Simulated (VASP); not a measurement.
Wanted: the native input for a VASP 6.6.1 run.

```
Task                   : single point
Functional             : PBE
Potentials or basis    : VASP PAW PBE potentials, release 64 (Yb, N)
Cutoff                 : 520 eV
k mesh                 : 8 × 8 × 8
Occupations            : gaussian, width 0.05 eV
Spin                   : collinear spin, ferromagnetic start
Starting moments       : [1.08, 0.01] μB
Hubbard terms          : Yb f U = 6.0 eV
Dipole correction      : no
Further INCAR settings : ALGO = Normal; EDIFF = 1e-07; NBANDS = 26
```

The structure of YbN lies in POSCAR:

```
YbN
1.0
    0.0000000000      2.5553701498      2.5811819695
    2.5811819695      0.0000000000      2.5811819695
    2.5811819695      2.5553701498      0.0000000000
Yb N
1 1
Direct
    0.0000000000      0.0000000000      0.0000000000
    0.2500000000      0.2500000000      0.2500000000
```

These files were run (other wordings do the same):

INCAR

```
ALGO = Normal
EDIFF = 1E-7
ENCUT = 520
GGA = PE
ISIF = 2
ISMEAR = 0
ISPIN = 2
LASPH = T
LCHARG = T
LDAU = T
LDAUJ = 0 0
LDAUL = 3 -1
LDAUPRINT = 1
LDAUTYPE = 2
LDAUU = 6 0
LELF = T
LMAXMIX = 6
LORBIT = 11
LREAL = F
LVHAR = T
LWAVE = F
MAGMOM = 1.08 0.01
NBANDS = 26
NELM = 150
PREC = Accurate
SIGMA = 0.05
```

KPOINTS

```
k-points
0
Gamma
  8 8 8
```

Potentials or basis: VASP PAW PBE potentials, release 64 (Yb, N).

The run is started by

```sh
$ cat potpaw_PBE.64/Yb/POTCAR potpaw_PBE.64/N/POTCAR > POTCAR
$ mpirun -np 1 vasp_std > vasp.out
```

It gave:

| Quantity | Value |
| --- | --- |
| Pressure | 2.3 GPa |
| Band gap on the k mesh | zero (filled and empty bands overlap) |
| Net moment | 1.00 μB per cell |
| Site moments | Yb +0.66; N +0.26 μB |
| Valence electrons inside the program's atomic spheres | Yb 22.36; N 3.68 |

Caveat: spin-orbit coupling is left out, which moves the levels of the heavy elements.

Wall time 2.7 min on 1 thread of AMD EPYC 9R45 96-Core Processor (Zen 5), with other jobs on the host, peak memory 0.22 GiB.
